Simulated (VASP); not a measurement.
# Rh (Fd-3m) in VASP: a series of runs, part 2 of 2

VASP 6.6.1. The steps go on from the part before.

## (4) Single point, r2SCAN, collinear spin, ferromagnetic start

Input file POSCAR:

```
Rh
1.0
    0.0000000000      2.7311425060      2.7311425060
    2.7311425060      0.0000000000      2.7311425060
    2.7311425060      2.7311425060      0.0000000000
Rh
2
Direct
    0.1250000000      0.1250000000      0.1250000000
    0.8750000000      0.8750000000      0.8750000000
```

Input file INCAR.step1:

```
SYSTEM = Rh
PREC = Accurate
ENCUT = 520
ISMEAR = -1
SIGMA = 0.05
LREAL = .False.
LASPH = .True.
NELM = 150
ISPIN = 2
MAGMOM = 1 1
LMAXMIX = 4
NBANDS = 26
GGA = PE
ALGO = Normal
EDIFF = 1E-4
LWAVE = .True.
LCHARG = .False.
```

Input file INCAR.step2:

```
SYSTEM = Rh
PREC = Accurate
ENCUT = 520
EDIFF = 1E-6
ISMEAR = -1
SIGMA = 0.05
LREAL = .False.
LASPH = .True.
NELM = 150
ALGO = Normal
ISIF = 2
LWAVE = .False.
LCHARG = .True.
ISPIN = 2
MAGMOM = 1 1
LORBIT = 11
LMAXMIX = 4
METAGGA = R2SCAN
LMIXTAU = .True.
LELF = .True.
LVHAR = .True.
NBANDS = 26
ISTART = 1
```

Input file KPOINTS:

```
Automatic mesh
0
Gamma
  16 16 16
  0 0 0
```

Potentials or basis: VASP PAW PBE potentials, release 64 (Rh_pv).

Started as:

```sh
cat potpaw_PBE.64/Rh_pv/POTCAR > POTCAR
cp INCAR.step1 INCAR
mpirun -np 1 vasp_std > vasp.out
cp INCAR.step2 INCAR
mpirun -np 1 vasp_std > vasp.out
```

OUTCAR:

```text
SYSTEM = Rh
   PREC = Accurate
   ENCUT = 520
   EDIFF = 1E-6
   ISMEAR = -1
   LREAL = .False.
   LASPH = .True.
   NELM = 150
   ISIF = 2
   ISPIN = 2
   LORBIT = 11
   METAGGA = R2SCAN
   ISTART = 1

 ion  position               nearest neighbor table
   1  0.125  0.125  0.125-   2 2.37   2 2.37   2 2.37   2 2.37
   2  0.875  0.875  0.875-   1 2.37   1 2.37   1 2.37   1 2.37

  LATTYP: Found a face centered cubic cell.
 ALAT       =     5.4622850120

  Lattice vectors:

 A1 = (   0.0000000000,   2.7311425060,   2.7311425060)
 A2 = (   2.7311425060,   0.0000000000,   2.7311425060)
 A3 = (   2.7311425060,   2.7311425060,   0.0000000000)

Analysis of symmetry for initial positions (statically):
=====================================================================
 Subroutine PRICEL returns:
 Original cell was already a primitive cell.

 Routine SETGRP: Setting up the symmetry group for a
 face centered cubic supercell.

 Subroutine GETGRP returns: Found 48 space group operations
 (whereof 12 operations were pure point group operations)
 out of a pool of 48 trial point group operations.

The static configuration has the point symmetry D_3d.
 The point group associated with its full space group is O_h .

Analysis of symmetry for dynamics (positions and initial velocities):
=====================================================================
 Subroutine PRICEL returns:
 Original cell was already a primitive cell.

 Routine SETGRP: Setting up the symmetry group for a
 face centered cubic supercell.

 Subroutine GETGRP returns: Found 48 space group operations
 (whereof 12 operations were pure point group operations)
 out of a pool of 48 trial point group operations.

The dynamic configuration has the point symmetry D_3d.
 The point group associated with its full space group is O_h .

Analysis of structural, dynamic, and magnetic symmetry:
[... 156 lines left out ...]
  ext. energy  EPLUGINS =         0.00000000
  ---------------------------------------------------
  free energy    TOTEN  =       -46.05791230 eV

  energy without entropy =      -46.03260206  energy(sigma->0) =      -46.04525718

 E-fermi :   6.6197     XC(G=0): -12.0145

 val. band max:        6.6160994953   @ k =   0.5000   0.1250   0.0625
 cond. band min:       6.6210419668   @ k =   0.4375   0.0625   0.0000
 fundamental gap:      0.0049424715
 Fermi energy:         6.6196545751

 spin component 1

 k-point     1 :       0.0000    0.0000    0.0000
  band No.  band energies     occupation
      1     -42.0943      1.00000
      2     -42.0942      1.00000
      3     -42.0942      1.00000
      4     -41.3833      1.00000
      5     -41.3833      1.00000
      6     -41.3833      1.00000
[... 685 lines left out ...]
     25      21.8743      0.00000
     26      22.0718      0.00000

 [... further k-points ...]

 spin component 2

 k-point     1 :       0.0000    0.0000    0.0000
  band No.  band energies     occupation
      1     -42.0943      1.00000
      2     -42.0943      1.00000
      3     -42.0943      1.00000
      4     -41.3833      1.00000
      5     -41.3833      1.00000
      6     -41.3833      1.00000
[... 685 lines left out ...]
     25      21.8743      0.00000
     26      22.0718      0.00000

 [... further k-points ...]

------------------------ aborting loop because EDIFF is reached ----------------------------------------

  FORCE on cell =-STRESS in cart. coord.  units (eV):
  Direction    XX          YY          ZZ          XY          YZ          ZX
  --------------------------------------------------------------------------------------
  -------------------------------------------------------------------------------------
  Total        0.1234602      0.1234602      0.1234602      0.0000000     -0.0000000     -0.0000000
  in kB        4.8548367      4.8548367      4.8548367      0.0000000     -0.0000000     -0.0000000
  external PRESSURE =       4.8548367 kB  Pullay stress =       0.0000000 kB

 VOLUME and BASIS-vectors are now :
 -----------------------------------------------------------------------------
  energy-cutoff  :      520.00
  volume of cell :       40.74
      direct lattice vectors                 reciprocal lattice vectors
     0.000000000  2.731142506  2.731142506    -0.183073567  0.183073567  0.183073567
     2.731142506  0.000000000  2.731142506     0.183073567 -0.183073567  0.183073567
     2.731142506  2.731142506  0.000000000     0.183073567  0.183073567 -0.183073567

 POSITION                                       TOTAL-FORCE (eV/Angst)
 -----------------------------------------------------------------------------------
      0.68279      0.68279      0.68279        -0.000000      0.000000      0.000000
      4.77950      4.77950      4.77950         0.000000     -0.000000     -0.000000
 -----------------------------------------------------------------------------------
    total drift:                               -0.000000      0.000000      0.000000

  FREE ENERGIE OF THE ION-ELECTRON SYSTEM (eV)
  ---------------------------------------------------
  free  energy   TOTEN  =       -46.0579123032 eV

  energy  without entropy=      -46.0326020617  energy(sigma->0) =      -46.04525718

 total charge

# of ion       s       p       d       tot
------------------------------------------
    1        0.475   6.229   7.173  13.876
    2        0.475   6.229   7.173  13.876
--------------------------------------------------
tot          0.950  12.457  14.345  27.752

 magnetization (x)

# of ion       s       p       d       tot
------------------------------------------
    1        0.000  -0.000  -0.000  -0.000
    2        0.000  -0.000  -0.000  -0.000
--------------------------------------------------
tot          0.000  -0.000  -0.000  -0.000
```

OUTCAR.step1:

```text
SYSTEM = Rh
   PREC = Accurate
   ENCUT = 520
   ISMEAR = -1
   LREAL = .False.
   LASPH = .True.
[... 1639 lines left out ...]
      0.68279      0.68279      0.68279         0.000000      0.000000      0.000000
      4.77950      4.77950      4.77950        -0.000000     -0.000000      0.000000
 -----------------------------------------------------------------------------------
    total drift:                               -0.000000      0.000000      0.000000

  FREE ENERGIE OF THE ION-ELECTRON SYSTEM (eV)
  ---------------------------------------------------
  free  energy   TOTEN  =       -12.2984316736 eV

  energy  without entropy=      -12.2724794878  energy(sigma->0) =      -12.28545558
```

OSZICAR.step1:

```text
N       E                     dE             d eps       ncg     rms          rms(c)
DAV:   1     0.332117101697E+03    0.33212E+03   -0.18399E+04 15088   0.124E+03
DAV:   2    -0.493590108657E+01   -0.33705E+03   -0.32181E+03 15438   0.398E+02
DAV:   3    -0.125720853373E+02   -0.76362E+01   -0.75787E+01 18122   0.685E+01
DAV:   4    -0.126322488133E+02   -0.60163E-01   -0.60152E-01 17432   0.601E+00
DAV:   5    -0.126332951035E+02   -0.10463E-02   -0.10463E-02 17838   0.811E-01    0.114E+01
DAV:   6    -0.123034642986E+02    0.32983E+00   -0.12424E+00 16290   0.103E+01    0.458E+00
DAV:   7    -0.123023819028E+02    0.10824E-02   -0.32931E-02 16822   0.146E+00    0.252E+00
DAV:   8    -0.122980486210E+02    0.43333E-02   -0.65748E-03 18872   0.753E-01    0.113E+00
DAV:   9    -0.122982605600E+02   -0.21194E-03   -0.11309E-03 17874   0.306E-01    0.135E-01
DAV:  10    -0.122983843057E+02   -0.12375E-03   -0.89238E-05 10102   0.827E-02    0.530E-02
DAV:  11    -0.122984316736E+02   -0.47368E-04   -0.33583E-05  8694   0.457E-02
   1 F= -.12298432E+02 E0= -.12285456E+02  d E =-.259522E-01  mag=     0.0010
```

Wall time 11 min (1 thread of Intel Xeon 6975P-C (Granite Rapids), shared host); peak memory 0.34 GiB.

What came out:

```yaml
Free_energy: -46.0579 eV
Pressure: 0.5 GPa
Band_gap_on_the_k_mesh: zero (filled and empty bands overlap)
Net_moment: 0.00 μB per cell
Valence_electrons_inside_the_program's_atomic_spheres: Rh 13.88
```

Caveat: the PAW data sets were made with another functional, which shifts forces and pressure a little.

## (5) The runs side by side

```csv
task,spin,cell,k mesh,cutoff (eV),smearing,gap on the mesh (eV),pressure (GPa)
single point,off,"a = 3.864 Å, angles 60.0°, 2 atoms",16 × 16 × 16,520,fermi-dirac 0.1 eV,none,0.5
relaxation of cell and atoms,off,"relaxed from a = 3.745 Å, angles 60.0°, 2 atoms",10 × 10 × 10,600,fermi-dirac 0.1 eV,none,0.1
single point,"collinear, ferromagnetic start","a = 3.862 Å, angles 60.0°, 2 atoms",16 × 16 × 16,520,fermi-dirac 0.05 eV,none,0.5
```

Alike in all rows: level r2SCAN; potentials or basis VASP PAW PBE potentials, release 64 (Rh_pv).

Caveats: the PAW data sets were made with another functional, which shifts forces and pressure a little.

Total energies depend on the potentials used, so only differences within one code and one set of settings carry meaning.
